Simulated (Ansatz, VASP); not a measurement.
**Si in VASP and in Ansatz**

```
Si
1.0
     3.84753    0.00000    0.00000
    -1.92376    3.33205    0.00000
     0.00000    0.00000   18.44160
Si
4
Direct
  0.33333 0.66667 0.26954
  0.66667 0.33333 0.24401
  0.00000 0.50000 0.50113
  0.33333 0.16667 0.47560
```

Alike in both runs: task single point; functional PBE; dispersion D3(BJ); k mesh 9 × 9 × 1; occupations gaussian, width 0.1 eV; no spin polarisation.

|  | VASP | Ansatz |
| --- | --- | --- |
| version | VASP 6.6.1 | Ansatz 0.2.0 |
| potentials or method | VASP PAW PBE potentials, release 64 (Si), cutoff 520 eV | scalar-relativistic, plane waves, PAW |
| valence electrons in the cell | 16 | 16 |

```csv
,VASP,Ansatz,Ansatz less VASP
gap on the k mesh at the Fermi level (eV),0.54,0.54,0.000
least direct gap on the mesh (eV),0.66,0.66,0.000
rms of the force components (eV/Å),0.057,0.059,+0.0015
```

Atom by atom the forces differ by 0.003 eV/Å (rms over components).
